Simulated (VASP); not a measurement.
# SrO (F-43m) in VASP: further runs

The runs below take SrO through single point, with PBEsol, PBE, r2SCAN.

All numbers are computed with VASP 6.6.1; they aren't measurements. Logs are shortened: lines on timing, memory, paths and dates and some standing lists are left out, and cuts for length are marked.

**1. The cell of the first run**

Symmetry: F-43m, No. 216, cubic system. Conventional cell: a = 5.539 Å, b = 5.539 Å, c = 5.539 Å, α = 90.00°, β = 90.00°, γ = 90.00°. Sr (site symmetry -43m) has 4 O at 2.40 Å within 3.2 Å. Within 3.2 Å of O (site symmetry -43m) lie 4 Sr at 2.40 Å.

**2. Single point, PBEsol**

INCAR reads:

```
SYSTEM = SrO
PREC = Accurate
ENCUT = 520
EDIFF = 1E-7
ISMEAR = -1
SIGMA = 0.02
LREAL = .False.
LASPH = .True.
NELM = 100
ALGO = Normal
ISIF = 2
LWAVE = .False.
LCHARG = .False.
GGA = PS
NBANDS = 15
```

KPOINTS reads:

```
Automatic mesh
0
Gamma
  8 8 8
  0 0 0
```

POSCAR reads:

```
SrO
1.0
    0.0000000000      2.7693114804      2.7693114804
    2.7693114804      0.0000000000      2.7693114804
    2.7693114804      2.7693114804      0.0000000000
Sr O
1 1
Direct
    0.0000000000      0.0000000000      0.0000000000
    0.2500000000      0.2500000000      0.2500000000
```

Potentials or basis: VASP PAW PBE potentials, release 64 (Sr_sv, O).

The run is started by

```
$ cat potpaw_PBE.64/Sr_sv/POTCAR potpaw_PBE.64/O/POTCAR > POTCAR
$ mpirun -np 1 vasp_std > vasp.out
```

OUTCAR:

```text
SYSTEM = SrO
   PREC = Accurate
   ENCUT = 520
   EDIFF = 1E-7
   ISMEAR = -1
   LREAL = .False.
   LASPH = .True.
   NELM = 100
   ISIF = 2
   GGA = PS

 ion  position               nearest neighbor table
   1  0.000  0.000  0.000-   2 2.40   2 2.40   2 2.40   2 2.40
   2  0.250  0.250  0.250-   1 2.40   1 2.40   1 2.40   1 2.40

  LATTYP: Found a face centered cubic cell.
 ALAT       =     5.5386229608

  Lattice vectors:

 A1 = (   0.0000000000,   2.7693114804,   2.7693114804)
 A2 = (   2.7693114804,   0.0000000000,   2.7693114804)
 A3 = (   2.7693114804,   2.7693114804,   0.0000000000)

Analysis of symmetry for initial positions (statically):
=====================================================================
 Subroutine PRICEL returns:
 Original cell was already a primitive cell.

 Routine SETGRP: Setting up the symmetry group for a
 face centered cubic supercell.

 Subroutine GETGRP returns: Found 24 space group operations
 (whereof 24 operations were pure point group operations)
 out of a pool of 48 trial point group operations.

The static configuration has the point symmetry T_d .

Analysis of symmetry for dynamics (positions and initial velocities):
=====================================================================
 Subroutine PRICEL returns:
 Original cell was already a primitive cell.

 Routine SETGRP: Setting up the symmetry group for a
 face centered cubic supercell.

 Subroutine GETGRP returns: Found 24 space group operations
 (whereof 24 operations were pure point group operations)
 out of a pool of 48 trial point group operations.

The dynamic configuration has the point symmetry T_d .

 Subroutine INISYM returns: Found 24 space group operations
 (whereof 24 operations are pure point group operations),
 and found     1 'primitive' translations

----------------------------------------------------------------------------------------

                                     Primitive cell

  volume of cell :      42.4762

  direct lattice vectors                    reciprocal lattice vectors
     0.000000000  2.769311480  2.769311480    -0.180550293  0.180550293  0.180550293
     2.769311480  0.000000000  2.769311480     0.180550293 -0.180550293  0.180550293
     2.769311480  2.769311480  0.000000000     0.180550293  0.180550293 -0.180550293

  length of vectors
     3.916397854  3.916397854  3.916397854     0.312722281  0.312722281  0.312722281

  position of ions in fractional coordinates (direct lattice)
     0.000000000  0.000000000  0.000000000
     0.250000000  0.250000000  0.250000000

  ion indices of the primitive-cell ions
   primitive index   ion index
                 1           1
                 2           2

----------------------------------------------------------------------------------------

 KPOINTS: Automatic mesh

Automatic generation of k-mesh.
 Grid dimensions read from file:
 generate k-points for:    8    8    8

 Generating k-lattice:

  Cartesian coordinates                     Fractional coordinates (reciprocal lattice)
    -0.022568787  0.022568787  0.022568787     0.125000000  0.000000000  0.000000000
     0.022568787 -0.022568787  0.022568787     0.000000000  0.125000000  0.000000000
     0.022568787  0.022568787 -0.022568787     0.000000000  0.000000000  0.125000000

  Length of vectors
     0.039090285  0.039090285  0.039090285

  Shift w.r.t. Gamma in fractional coordinates (k-lattice)
     0.000000000  0.000000000  0.000000000

 Subroutine IBZKPT returns following result:
 ===========================================

 Found     29 irreducible k-points:

 Following reciprocal coordinates:
            Coordinates               Weight
  0.000000  0.000000  0.000000      1.000000
  0.125000  0.000000  0.000000      8.000000
  0.250000  0.000000  0.000000      8.000000
  0.375000  0.000000  0.000000      8.000000
  0.500000  0.000000  0.000000      4.000000
  0.125000  0.125000  0.000000      6.000000
[... 16 lines left out ...]
  0.500000  0.250000  0.125000     48.000000
 -0.375000  0.250000  0.125000     24.000000
 [... further k-points ...]
   k-points           NKPTS =     29   k-points in BZ     NKDIM =     29   number of bands    NBANDS=     15
   number of dos      NEDOS =    301   number of ions     NIONS =      2
   total plane-waves  NPLWV =  27000
   dimension x,y,z NGX =    30 NGY =   30 NGZ =   30
   dimension x,y,z NGXF=    60 NGYF=   60 NGZF=   60
   ions per type =               1   1
   NGX,Y,Z   is equivalent  to a cutoff of  12.73, 12.73, 12.73 a.u.
   NGXF,Y,Z  is equivalent  to a cutoff of  25.47, 25.47, 25.47 a.u.
 SYSTEM =  SrO
   PREC   = accura    normal or accurate (medium, high low for compatibility)
   ISTART =      0    job   : 0-new  1-cont  2-samecut
   ICHARG =      2    charge: 1-file 2-atom 10-const
   ISPIN  =      1    spin polarized calculation?
   LNONCOLLINEAR =      F non collinear calculations
   LSORBIT =      F    spin-orbit coupling
   LASPH  =      T    aspherical Exc in radial PAW
   ENCUT  =  520.0 eV  38.22 Ry    6.18 a.u.   7.28  7.28  7.28*2*pi/ulx,y,z
   NELM   =    100;   NELMIN=  2; NELMDL= -5     # of ELM steps
   EDIFF  = 0.1E-06   stopping-criterion for ELM
   LREAL  =      F    real-space projection
   EDIFFG = 0.1E-05   stopping-criterion for IOM
   NSW    =      0    number of steps for IOM
   IBRION =     -1    ionic relax: 0-MD 1-quasi-New 2-CG
   NFREE  =      0    steps in history (QN), initial steepest desc. (CG)
   ISIF   =      2    stress and relaxation
   ISYM   =      2    0-nonsym 1-usesym 2-fastsym
   POTIM  = 0.5000    time-step for ionic-motion
   TEBEG  =    0.0;   TEEND  =   0.0 temperature during run
   PSTRESS=    0.0 pullay stress
   NELECT =      16.0000    total number of electrons
   NUPDOWN=      -1.0000    fix difference up-down
   EMIN   =  10.00;   EMAX   =-10.00  energy-range for DOS
   EFERMI =   0.00;   METHOD = LEGACY
   ISMEAR =    -1;   SIGMA  =   0.02  broadening in eV -4-tet -1-fermi 0-gaus
   EFERMI_NEDOS =   21; number of points for ismear=-14 and -15
   IALGO  =     38    algorithm
   IMIX   =      4    mixing-type and parameters
     AMIX     =   0.40;   BMIX     =  1.00
     AMIX_MAG =   1.60;   BMIX_MAG =  1.00
  volume/ion in A,a.u.               =      21.24       143.32
  Fermi-wavevector in a.u.,A,eV,Ry     =   1.182315  2.234250 19.019143  1.397868
  Thomas-Fermi vector in A             =   2.318571
   LORBIT       =      0    0 simple, 1 ext, 2 COOP (PROOUT), +10 PAW based schemes
   GGA     = PS    functional components
   LHFCALC =     F    Hartree Fock is set to
   AEXX    =    0.0000 exact exchange contribution
   IVDW    =     0    specifies the selected vdW correction
   LEPSILON=     F    determine dielectric tensor
   LRPA    =     F    only Hartree local field effects (RPA)
 non-spin polarized calculation
  energy-cutoff  :      520.00
  volume of cell :       42.48
 maximum number of plane-waves:      1162
 NGX is ok and might be reduce to    30
   NGX = 15   NGY = 15   NGZ = 15

 number of electron      15.9999998 magnetization

 Free energy of the ion-electron system (eV)
  ---------------------------------------------------
  ext. energy  EPLUGINS =         0.00000000
  ---------------------------------------------------
  free energy    TOTEN  =       -12.27072663 eV

  energy without entropy =      -12.27072663  energy(sigma->0) =      -12.27072663

 E-fermi :   0.7809     XC(G=0):  -8.9593

 val. band max:        0.2281859874   @ k =  -0.2500   0.5000   0.2500
 cond. band min:       2.6874563599   @ k =   0.0000   0.0000   0.0000
 fundamental gap:      2.4592703725
 Fermi energy:         0.7809122709

 k-point     1 :       0.0000    0.0000    0.0000
  band No.  band energies     occupation
      1     -31.7736      2.00000
      2     -14.4925      2.00000
      3     -13.6736      2.00000
      4     -13.6736      2.00000
      5     -13.6736      2.00000
      6      -0.6854      2.00000
      7      -0.6854      2.00000
      8      -0.6854      2.00000
      9       2.6875      0.00000
     10       8.3605      0.00000
     11       8.3605      0.00000
     12       9.7405      0.00000
     13       9.7405      0.00000
     14       9.7405      0.00000
     15      15.3457      0.00000

 k-point     2 :       0.1250    0.0000    0.0000
  band No.  band energies     occupation
      1     -31.7635      2.00000
      2     -14.8439      2.00000
      3     -13.6881      2.00000
      4     -13.6881      2.00000
      5     -13.3607      2.00000
      6      -0.7895      2.00000
      7      -0.6288      2.00000
      8      -0.6288      2.00000
      9       3.2167      0.00000
     10       8.0274      0.00000
     11       8.0274      0.00000
     12       9.3799      0.00000
     13      10.1433      0.00000
     14      10.1433      0.00000
     15      13.9490      0.00000

 k-point     3 :       0.2500    0.0000    0.0000
  band No.  band energies     occupation
      1     -31.7388      2.00000
      2     -15.3495      2.00000
      3     -13.7228      2.00000
      4     -13.7228      2.00000
      5     -12.9571      2.00000
      6      -0.8248      2.00000
      7      -0.5017      2.00000
      8      -0.5017      2.00000
      9       4.3042      0.00000
     10       7.7221      0.00000
     11       7.7221      0.00000
     12       8.6559      0.00000
     13      10.5315      0.00000
     14      10.5315      0.00000
     15      12.5139      0.00000
[... 343 lines left out ...]
 k-point    23 :       0.5000    0.2500    0.1250
  band No.  band energies     occupation
      1     -31.7004      2.00000
      2     -15.8094      2.00000
      3     -13.9724      2.00000
      4     -13.8109      2.00000
      5     -12.4265      2.00000
      6      -0.7489      2.00000
      7      -0.3228      2.00000
      8      -0.1341      2.00000
      9       5.2058      0.00000
     10       6.3295      0.00000
     11       8.2248      0.00000
     12       9.1428      0.00000
     13      10.5844      0.00000
     14      11.1511      0.00000
     15      12.7139      0.00000

 k-point    24 :      -0.3750    0.2500    0.1250
  band No.  band energies     occupation
      1     -31.6920      2.00000
      2     -15.8935      2.00000
      3     -14.0117      2.00000
      4     -13.8303      2.00000
      5     -12.3447      2.00000
      6      -0.5144      2.00000
      7      -0.4314      2.00000
      8      -0.0682      2.00000
      9       5.1152      0.00000
     10       6.4301      0.00000
     11       8.1102      0.00000
     12       9.2937      0.00000
     13      10.4943      0.00000
     14      11.3390      0.00000
     15      12.7837      0.00000

 [... further k-points ...]

------------------------ aborting loop because EDIFF is reached ----------------------------------------

  FORCE on cell =-STRESS in cart. coord.  units (eV):
  Direction    XX          YY          ZZ          XY          YZ          ZX
  --------------------------------------------------------------------------------------
  -------------------------------------------------------------------------------------
  Total        0.1442087      0.1442087      0.1442087      0.0000000      0.0000000      0.0000000
  in kB        5.4394715      5.4394715      5.4394715      0.0000000      0.0000000      0.0000000
  external PRESSURE =       5.4394715 kB  Pullay stress =       0.0000000 kB

 VOLUME and BASIS-vectors are now :
 -----------------------------------------------------------------------------
  energy-cutoff  :      520.00
  volume of cell :       42.48
      direct lattice vectors                 reciprocal lattice vectors
     0.000000000  2.769311480  2.769311480    -0.180550293  0.180550293  0.180550293
     2.769311480  0.000000000  2.769311480     0.180550293 -0.180550293  0.180550293
     2.769311480  2.769311480  0.000000000     0.180550293  0.180550293 -0.180550293

 POSITION                                       TOTAL-FORCE (eV/Angst)
 -----------------------------------------------------------------------------------
      0.00000      0.00000      0.00000         0.000000     -0.000000      0.000000
      1.38466      1.38466      1.38466        -0.000000      0.000000     -0.000000
 -----------------------------------------------------------------------------------
    total drift:                               -0.000000     -0.000000     -0.000000

  FREE ENERGIE OF THE ION-ELECTRON SYSTEM (eV)
  ---------------------------------------------------
  free  energy   TOTEN  =       -12.2707266259 eV

  energy  without entropy=      -12.2707266259  energy(sigma->0) =      -12.27072663
```

Run time: 22 s. Hardware: 1 thread of Intel Xeon 8259CL, shared host; peak memory 0.18 GiB.

What came out:

```yaml
Free_energy: -12.2707 eV
Pressure: 0.5 GPa
Band_gap_on_the_k_mesh: 2.46 eV (least direct gap 3.37 eV)
```

Levels at points of the mesh, in eV from the valence-band top:
| k point | band 5 | band 6 | band 7 | band 8 | band 9 | band 10 | band 11 | band 12 |
| --- | --- | --- | --- | --- | --- | --- | --- | --- |
| (0.00, 0.00, 0.00) | -13.90 | -0.91 | -0.91 | -0.91 | 2.46 | 8.13 | 8.13 | 9.51 |
| (0.50, 0.00, 0.00) | -12.86 | -0.74 | -0.58 | -0.58 | 5.26 | 7.13 | 7.67 | 7.67 |
| (0.50, 0.50, 0.00) | -12.51 | -1.51 | -0.01 | -0.01 | 4.53 | 5.72 | 9.80 | 10.11 |

Caveat: the PAW data sets were made with another functional, which shifts forces and pressure a little. A k mesh can miss the band edges.

**3. Single point, PBE**

This run uses another cell than the first one, of 22.10 Å³/atom.

INCAR reads:

```
SYSTEM = SrO
PREC     = Accurate       ! precision mode
ENCUT    = 520            ! plane-wave cutoff, eV
EDIFF    = 1E-7           ! SCF threshold, eV
ISMEAR   = -1             ! smearing method
SIGMA    = 0.02           ! smearing width, eV
LREAL    = .False.        ! projectors in reciprocal space
LASPH    = .True.         ! aspherical terms in the spheres
NELM     = 60             ! most SCF steps
ALGO     = Normal         ! electronic algorithm
ISIF     = 2              ! what is computed and relaxed
LWAVE    = .False.        ! write WAVECAR
LCHARG   = .False.        ! write CHGCAR
GGA      = PE             ! functional
NBANDS   = 15             ! bands
```

KPOINTS reads:

```
regular mesh
0
Gamma
  8 8 8
  0 0 0
```

POSCAR reads:

```
SrO
1.0
    0.0000000000      2.8063986452      2.8063986452
    2.8063986452      0.0000000000      2.8063986452
    2.8063986452      2.8063986452      0.0000000000
Sr O
1 1
Direct
    0.0000000000      0.0000000000      0.0000000000
    0.2500000000      0.2500000000      0.2500000000
```

Potentials or basis: VASP PAW PBE potentials, release 64 (Sr_sv, O).

The run is started by

```
$ cat potpaw_PBE.64/Sr_sv/POTCAR potpaw_PBE.64/O/POTCAR > POTCAR
$ mpirun -np 1 vasp_std > vasp.out
```

Wall time 28 s (1 thread of Intel Xeon 8259CL, shared host); peak memory 0.18 GiB.

Results (log left out):

```yaml
Free_energy: -11.7656 eV
Pressure: 0.5 GPa
Band_gap_on_the_k_mesh: 2.49 eV (least direct gap 3.30 eV)
```

Levels at points of the mesh, in eV from the valence-band top:
| k point | band 6 | band 7 | band 8 | band 9 | band 10 | band 11 |
| --- | --- | --- | --- | --- | --- | --- |
| (0.00, 0.00, 0.00) | -0.82 | -0.82 | -0.82 | 2.49 | 7.99 | 7.99 |
| (0.50, 0.00, 0.00) | -0.71 | -0.51 | -0.51 | 5.24 | 7.07 | 7.55 |
| (0.50, 0.50, 0.00) | -1.39 | -0.01 | -0.01 | 4.54 | 5.71 | 9.54 |

A k mesh can miss the band edges.

**4. Single point, r2SCAN**

This run uses another cell than the first one, of 21.77 Å³/atom.

POSCAR reads:

```
SrO
1.0
    0.0000000000      2.7922805133      2.7922805133
    2.7922805133      0.0000000000      2.7922805133
    2.7922805133      2.7922805133      0.0000000000
Sr O
1 1
Direct
    0.0000000000      0.0000000000      0.0000000000
    0.2500000000      0.2500000000      0.2500000000
```

INCAR.step1 reads:

```
  PREC = Accurate
  ENCUT = 520
  ISMEAR = -1
  SIGMA = 0.02
  LREAL = F
  LASPH = T
  NELM = 80
  NBANDS = 15
  GGA = PE
  ALGO = Normal
  EDIFF = 1E-4
  LWAVE = T
  LCHARG = F
```

INCAR.step2 reads:

```
  PREC = Accurate
  ENCUT = 520
  EDIFF = 1E-6
  ISMEAR = -1
  SIGMA = 0.02
  LREAL = F
  LASPH = T
  NELM = 80
  ALGO = Normal
  ISIF = 2
  LWAVE = F
  LCHARG = F
  METAGGA = R2SCAN
  LMIXTAU = T
  NBANDS = 15
  ISTART = 1
```

KPOINTS reads:

```
regular mesh
0
Gamma
  8 8 8
```

The run is started by

```
$ cat potpaw_PBE.64/Sr_sv/POTCAR potpaw_PBE.64/O/POTCAR > POTCAR
$ cp INCAR.step1 INCAR
$ mpirun -np 1 vasp_std > vasp.out
$ cp INCAR.step2 INCAR
$ mpirun -np 1 vasp_std > vasp.out
```

It took 2.3 min on 1 thread of Intel Xeon 8259CL, shared host; peak memory 0.18 GiB.

It converged, with:

```
Free energy            : -26.6318 eV
Pressure               : 0.5 GPa
Band gap on the k mesh : 2.90 eV (least direct gap 3.75 eV)
```

Levels at points of the mesh, in eV from the valence-band top:
```tsv
k point	band 5	band 6	band 7	band 8	band 9	band 10	band 11	band 12
(0.00, 0.00, 0.00)	-14.56	-0.85	-0.85	-0.85	2.90	8.68	8.68	9.99
(0.50, 0.00, 0.00)	-13.69	-0.70	-0.53	-0.53	5.64	7.64	8.19	8.19
(0.50, 0.50, 0.00)	-13.36	-1.40	-0.01	-0.01	4.91	6.22	10.31	10.60
```

Caveat: the PAW data sets were made with another functional, which shifts forces and pressure a little.

**5. The runs side by side**

```tsv
level	cell	gap on the mesh (eV)	pressure (GPa)
PBEsol	a = 3.916 Å, angles 60.0°, 2 atoms	2.46	0.5
PBE	a = 3.969 Å, angles 60.0°, 2 atoms	2.49	0.5
r2SCAN	a = 3.949 Å, angles 60.0°, 2 atoms	2.90	0.5
```

Alike in all rows: task single point; potentials or basis VASP PAW PBE potentials, release 64 (Sr_sv, O); no spin polarisation; k mesh 8 × 8 × 8; cutoff (eV) 520; smearing fermi-dirac 0.02 eV.

Caveats: the PAW data sets were made with another functional, which shifts forces and pressure a little (at least some runs).

Absolute energies hang on the potentials; compare differences alone.
